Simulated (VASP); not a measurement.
CuO:

```
Cu O
1.0
     0.00000    2.11656    2.11656
     2.11656    0.00000    2.11656
     2.11656    2.11656    0.00000
Cu O
1 1
Direct
  0.02950 0.02810 0.90803
  0.47050 0.47190 0.59197
```

```yaml
Program: VASP 6.6.1
Task: relaxation of cell and atoms
Functional: PBE
Potentials_or_basis: VASP PAW PBE potentials, release 64 (Cu, O)
Cutoff: 600 eV
k_mesh: 11 × 11 × 11
Occupations: fermi-dirac, width 0.05 eV
Spin: no spin polarisation
```

At the start: pressure 19.0 GPa; volume 9.48 Å³/atom.

How do energy, volume and symmetry change on relaxing?

Over 22 steps the energy falls by 212.3 meV/atom and the volume is 9.56 Å³/atom (+0.8 %); space group R3m (No. 160, to 0.1 Å) before, Fm-3m (No. 225, to 0.1 Å).

Step by step:
| step | energy change (eV) | largest force (eV/Å) | pressure (GPa) | volume (Å³) |
| --- | --- | --- | --- | --- |
| 1 | 0.0000 | 1.0211 | 18.98 | 18.96 |
| 2 | -0.0998 | 0.4069 | -11.70 | 22.21 |
| 3 | -0.1441 | 0.5885 | -3.11 | 20.92 |
| 4 | -0.1941 | 0.7902 | -4.03 | 20.66 |
| 5 | -0.3528 | 0.5900 | -4.59 | 19.88 |
| 6 | -0.2326 | 1.1448 | 11.81 | 18.35 |
| 7 | -0.3949 | 0.2131 | -2.35 | 19.40 |
| 8 | -0.3976 | 0.0305 | -1.05 | 19.24 |
| 9 | -0.3978 | 0.0632 | -1.35 | 19.27 |
| 10 | -0.4083 | 0.1788 | 4.26 | 18.71 |
| 11 | -0.4095 | 0.1165 | 2.82 | 18.84 |
| 12 | -0.4213 | 0.1436 | -0.30 | 19.18 |
| 13 | -0.4215 | 0.1492 | -0.86 | 19.24 |
| 14 | -0.4241 | 0.0519 | 0.32 | 19.11 |
| 15 | -0.4242 | 0.0384 | 0.43 | 19.09 |
| 16 | -0.4244 | 0.0062 | -0.41 | 19.18 |
| 17 | -0.4244 | 0.0089 | -0.26 | 19.16 |
| 18 | -0.4245 | 0.0126 | 0.00 | 19.13 |
| 19 | -0.4246 | 0.0176 | 0.11 | 19.12 |
| 20 | -0.4246 | 0.0138 | 0.00 | 19.14 |
| 21 | -0.4246 | 0.0119 | -0.08 | 19.14 |
| 22 | -0.4246 | 0.0010 | 0.08 | 19.12 |

Final structure:
```
Cu O
1.0
     0.00054    2.12344    2.12269
     2.12434    0.00075    2.12249
     2.12237    2.12183    0.00087
Cu O
1 1
Cartesian
  2.1248 2.1242 4.2451
  2.1237 2.1230 2.1231
```

Caveat: an odd number of electrons without spin polarisation forces a metal; a magnetic or distorted state may lie lower.
